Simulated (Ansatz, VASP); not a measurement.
# SiO2 in VASP and in Ansatz

The input INCAR:

```
  PREC = Accurate
  ENCUT = 520
  EDIFF = 1E-7
  ISMEAR = -1
  SIGMA = 0.03
  LREAL = F
  LASPH = T
  NELM = 80
  ALGO = Normal
  ISIF = 2
  LWAVE = F
  LCHARG = F
  GGA = PE
  NBANDS = 25
```

The input KPOINTS:

```
Automatic mesh
0
Gamma
  7 7 7
```

POSCAR

```
SiO2
1.0
   -2.3740500000      2.3740500000      3.7814400000
    2.3740500000     -2.3740500000      3.7814400000
    2.3740500000      2.3740500000     -3.7814400000
Si O
2 4
Direct
    0.0000000000      0.0000000000      0.0000000000
    0.7500000000      0.2500000000      0.5000000000
    0.9983800000      0.6250000000      0.8733800000
    0.3750000000      0.2483800000      0.3733800000
    0.7516200000      0.1250000000      0.1266200000
    0.8750000000      0.0016200000      0.6266200000
```

Input for Ansatz:

```yaml
crystal:
  lattice:
    - [-2.37405, 2.37405, 3.78144]
    - [2.37405, -2.37405, 3.78144]
    - [2.37405, 2.37405, -3.78144]
  atoms:
    - { symbol: Si, position: [0.0, 0.0, 0.0] }
    - { symbol: Si, position: [0.75, 0.25, 0.5] }
    - { symbol: O, position: [0.99838, 0.625, 0.87338] }
    - { symbol: O, position: [0.375, 0.24838, 0.37338] }
    - { symbol: O, position: [0.75162, 0.125, 0.12662] }
    - { symbol: O, position: [0.875, 0.00162, 0.62662] }
kpoints:
  mp_grid: { grid: [7, 7, 7] }
  band_path:
    path:
      - [0.0, 0.0, 0.0]
      - [0.0, 0.0, 0.5]
      - [0.25, 0.25, 0.25]
      - [0.0, 0.5, 0.0]
      - [0.0, 0.0, 0.0]
      - [0.5, 0.5, -0.5]
      - [0.3485383541, 0.6514616459, -0.3485383541]
      - [-0.3485383541, 0.3485383541, 0.3485383541]
      - [0.0, 0.0, 0.0]
    npoints: 5
scf:
  occupations: { method: fermi_dirac, width: 0.03 }
hamiltonian:
  xc: pbe
  pseudopotentials: { kind: all_electron, lapw: { basis_error: 0.001 } }
output:
  forces: true
  stress: true
  eigenvalues: true
```

Change from the starting cell: zz strain of +1 %.

Alike in both runs: task single point; functional PBE; k mesh 7 × 7 × 7; occupations fermi-dirac, width 0.03 eV; no spin polarisation.

```csv
,VASP,Ansatz
version,VASP 6.6.1,Ansatz 0.2.0
potentials or method,"VASP PAW PBE potentials, release 64 (Si, O), cutoff 520 eV","all-electron LAPW, scalar-relativistic"
```

|  | VASP | Ansatz | Ansatz less VASP |
| --- | --- | --- | --- |
| gap on the k mesh at the Fermi level (eV) | 5.95 | 5.96 | +0.009 |
| pressure (GPa) | 1.9 | 1.8 | -0.16 |
| traceless stress, the component that is largest in VASP (GPa) | -1.67 | -1.74 | -0.064 |
| rms of the force components (eV/Å) | 0.009 | 0.008 | -0.0010 |

Atom by atom the forces differ by 0.001 eV/Å (rms over components). Ansatz ran all-electron here, and VASP with PAW potentials.
